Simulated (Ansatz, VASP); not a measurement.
**Two plane-wave programs on SiW6**

Contents of INCAR:

```
SYSTEM = SiW6
ALGO = Normal ; DIPOL = 0.5 0.5 0.318
EDIFF = 1E-7 ; ENCUT = 520
GGA = PE ; IDIPOL = 3
ISIF = 2 ; ISMEAR = 0
IVDW = 12 ; LASPH = .TRUE.
LCHARG = .FALSE. ; LDIPOL = .TRUE.
LREAL = .FALSE. ; LWAVE = .FALSE.
NBANDS = 53 ; NELM = 100
PREC = Accurate ; SIGMA = 0.1
```

The input KPOINTS:

```
k-points
0
G
  6 6 1
  0 0 0
```

POSCAR

```
SiW6
1.0
    4.4682526324      0.0000000000      0.0000000000
   -2.2341263162      3.8696202902      0.0000000000
    0.0000000000      0.0000000000     21.7259061349
W Si
6 1
Direct
    0.6666666667      0.3333333333      0.1841119986
    0.3333333333      0.6666666667      0.2260931360
    0.0000000000      0.0000000000      0.2680742733
    0.6666666667      0.3333333333      0.3070897866
    0.3333333333      0.6666666667      0.3466976876
    0.0000000000      0.0000000000      0.3832248047
    0.2222222222      0.6666666667      0.5121032037
```

Input for Ansatz:

```yaml
crystal:
  lattice:
    - [4.4682526324, 0.0, 0.0]
    - [-2.2341263162, 3.8696202902, 0.0]
    - [0.0, 0.0, 21.7259061349]
  atoms:
    - { symbol: W, position: [0.6666666667, 0.3333333333, 0.1841119986] }
    - { symbol: W, position: [0.3333333333, 0.6666666667, 0.226093136] }
    - { symbol: W, position: [0.0, 0.0, 0.2680742733] }
    - { symbol: W, position: [0.6666666667, 0.3333333333, 0.3070897866] }
    - { symbol: W, position: [0.3333333333, 0.6666666667, 0.3466976876] }
    - { symbol: W, position: [0.0, 0.0, 0.3832248047] }
    - { symbol: Si, position: [0.2222222222, 0.6666666667, 0.5121032037] }
basis:
  ecutwfc: 420
kpoints:
  mp_grid: { grid: [6, 6, 1] }
hamiltonian:
  xc: pbe
  pseudopotentials: { kind: paw, azcp: { folder: soft_1 } }
  dispersion: d3bj
scf:
  occupations: { method: gaussian, width: 0.1 }
output:
  forces: true
  eigenvalues: true
efield:
  axis: 3
  dipole_correction: true
  ramp_width: 0.04
```

Alike in both runs: task single point; functional PBE; dispersion D3(BJ); k mesh 6 × 6 × 1; occupations gaussian, width 0.1 eV; no spin polarisation.

```csv
,VASP,Ansatz
version,VASP 6.6.1,Ansatz 0.2.0
potentials or method,"VASP PAW PBE potentials, release 64 (W_sv, Si), cutoff 520 eV","scalar-relativistic, plane waves, PAW"
valence electrons in the cell,88,88
```

VASP gave:

```
gap on the k mesh at the Fermi level (eV) : none
rms of the force components (eV/Å)        : 0.834
```

Problem. Estimate Ansatz's values.

Solution. gap on the k mesh at the Fermi level (eV): none; rms of the force components (eV/Å): 0.826.

Atom by atom the forces differ by 0.022 eV/Å (rms over components). A gap of «none» marks a metal or a gap that the smearing closes. Ansatz's warnings: dispersion switch in reach, vacuum below fermi.

Neither program's run includes spin-orbit coupling.
